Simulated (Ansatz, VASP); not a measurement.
**Si3N4 in VASP and in Ansatz**

```xyz
14
Lattice="0.0000 3.7521 3.7521 3.7521 0.0000 3.7521 3.7521 3.7521 0.0000" Properties=species:S:1:pos:R:3 pbc="T T T"
Si    2.8141    2.8141    0.9380
Si    2.8141    0.9380    2.8141
Si    0.9380    2.8141    2.8141
Si    0.9380    0.9380    0.9380
Si    5.6282    5.6282    5.6282
Si    3.7521    3.7521    3.7521
N     2.7606    2.7606    2.7606
N     6.6198    4.6367    4.6367
N     4.6367    4.6367    6.6198
N     4.6367    6.6198    4.6367
N     4.7437    4.7437    2.7606
N     4.7437    2.7606    4.7437
N     6.6198    6.6198    6.6198
N     2.7606    4.7437    4.7437
```

Alike in both runs: task relaxation of the atoms; functional PBEsol; k mesh 6 × 6 × 6; occupations gaussian, width 0.02 eV; no spin polarisation.

|  | VASP | Ansatz |
| --- | --- | --- |
| version | VASP 6.6.1 | Ansatz 0.2.0 |
| potentials or method | VASP PAW PBE potentials, release 64 (Si, N), cutoff 520 eV | scalar-relativistic, plane waves, PAW |
| valence electrons in the cell | 64 | 64 |

VASP gave:

- gap on the k mesh at the Fermi level, each at its own relaxed structure (eV): 3.65

**Question.** Estimate Ansatz's values.

**Answer.** gap on the k mesh at the Fermi level, each at its own relaxed structure (eV): 3.66.

VASP's potentials were made for PBE, not for PBEsol. Ansatz's warnings: stress scf threshold loose.
